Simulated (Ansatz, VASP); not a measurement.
## Rh in VASP and in Ansatz

The input INCAR:

```
SYSTEM = Rh
PREC = Accurate
ENCUT = 520
EDIFF = 1E-6
ISMEAR = 0
SIGMA = 0.15
LREAL = .FALSE.
LASPH = .TRUE.
NELM = 60
ALGO = Fast
ISIF = 2
LWAVE = .FALSE.
LCHARG = .FALSE.
GGA = CA
NBANDS = 22
```

KPOINTS

```
Automatic mesh
0
G
  24 24 12
  0 0 0
```

POSCAR

```
Rh
1.0
    2.6455794327      0.0000000000      0.0000000000
   -1.3227897163      2.2911389964      0.0000000000
    0.0000000000      0.0000000000      4.7190077839
Rh
2
Direct
    0.6666666667      0.3333333333      0.7500000000
    0.3333333333      0.6666666667      0.2500000000
```

Input for Ansatz:

```yaml
crystal:
  lattice:
    - [2.6455794327, 0.0, 0.0]
    - [-1.3227897163, 2.2911389964, 0.0]
    - [0.0, 0.0, 4.7190077839]
  atoms:
    - { symbol: Rh, position: [0.6666666667, 0.3333333333, 0.75] }
    - { symbol: Rh, position: [0.3333333333, 0.6666666667, 0.25] }
basis:
  ecutwfc: 420
kpoints:
  mp_grid: { grid: [24, 24, 12] }
hamiltonian:
  xc: lda
scf:
  occupations: { method: gaussian, width: 0.15 }
output:
  forces: true
  stress: true
  eigenvalues: true
```

Alike in both runs: task single point; functional LDA; k mesh 24 × 24 × 12; occupations gaussian, width 0.15 eV; no spin polarisation.

|  | VASP | Ansatz |
| --- | --- | --- |
| version | VASP 6.6.1 | Ansatz 0.2.0 |
| potentials or method | VASP PAW LDA potentials, release 64 (Rh_pv), cutoff 520 eV | scalar-relativistic, plane waves, PAW |
| valence electrons in the cell | 30 | 34 |

```csv
,VASP,Ansatz,Ansatz less VASP
gap on the k mesh at the Fermi level (eV),none,none,-
pressure (GPa),-16.2,-16.9,-0.72
"traceless stress, the component that is largest in VASP (GPa)",-15.58,-15.43,+0.148
```

LDA's correlation is that of Perdew and Zunger in VASP and of Perdew and Wang (1992) in Ansatz. A gap of «none» marks a metal or a gap that the smearing closes. VASP's potentials hold 30 valence electrons a cell and Ansatz's 34, so a difference there can come from the potentials and not from the codes.
